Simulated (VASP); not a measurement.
Write the native input for VASP 6.6.1 that does the following.

```yaml
Task: single point
Functional: PBE
Potentials_or_basis: VASP PAW PBE potentials, release 64 (Sn_d, Se)
Cutoff: 520 eV
k_mesh: 6 × 6 × 2
Occupations: gaussian, width 0.01 eV
Spin: no spin polarisation
Dipole_correction: no
Further_INCAR_settings: ALGO = Normal; EDIFF = 1e-06; NBANDS = 20
```

The structure of SnSe2 lies in POSCAR:

```
SnSe2
1.0
    3.8251638413      0.0000000000      0.0000000000
   -1.9125819206      3.3126890602      0.0000000000
    0.0000000000      0.0000000000      6.2270560770
Sn Se
1 2
Direct
    0.0000000000      0.0000000000      0.0000000000
    0.3333333333      0.6666666667      0.2530760460
    0.6666666667      0.3333333333      0.7469239540
```

These files were run (other wordings do the same):

INCAR

```
SYSTEM = SnSe2
PREC     = Accurate       ! precision mode
ENCUT    = 520            ! plane-wave cutoff, eV
EDIFF    = 1E-6           ! SCF threshold, eV
ISMEAR   = 0              ! smearing method
SIGMA    = 0.01           ! smearing width, eV
LREAL    = .FALSE.        ! projectors in reciprocal space
LASPH    = .TRUE.         ! aspherical terms in the spheres
NELM     = 100            ! most SCF steps
ALGO     = Normal         ! electronic algorithm
ISIF     = 2              ! what is computed and relaxed
LWAVE    = .FALSE.        ! write WAVECAR
LCHARG   = .FALSE.        ! write CHGCAR
GGA      = PE             ! functional
NBANDS   = 20             ! bands
```

KPOINTS

```
regular mesh
0
G
  6 6 2
  0 0 0
```

Potentials or basis: VASP PAW PBE potentials, release 64 (Sn_d, Se).

Launch:

```console
$ cat potpaw_PBE.64/Sn_d/POTCAR potpaw_PBE.64/Se/POTCAR > POTCAR
$ mpirun -np 1 vasp_std > vasp.out
```

It gave:

```
Pressure               : 3.0 GPa
Largest force          : 0.263 eV/Å
Band gap on the k mesh : 0.79 eV, indirect (least direct gap 1.12 eV)
```

Caveat: the k points lie up to 0.50 Å⁻¹ apart; spin-orbit coupling is left out, which moves the levels of the heavy elements; this functional lacks dispersion, which binds the layers, so the pressure and a relaxed spacing across them are unreliable.

Run time: 28 s on 1 thread of Intel Xeon 8259CL (shared host), peak memory 0.19 GiB.
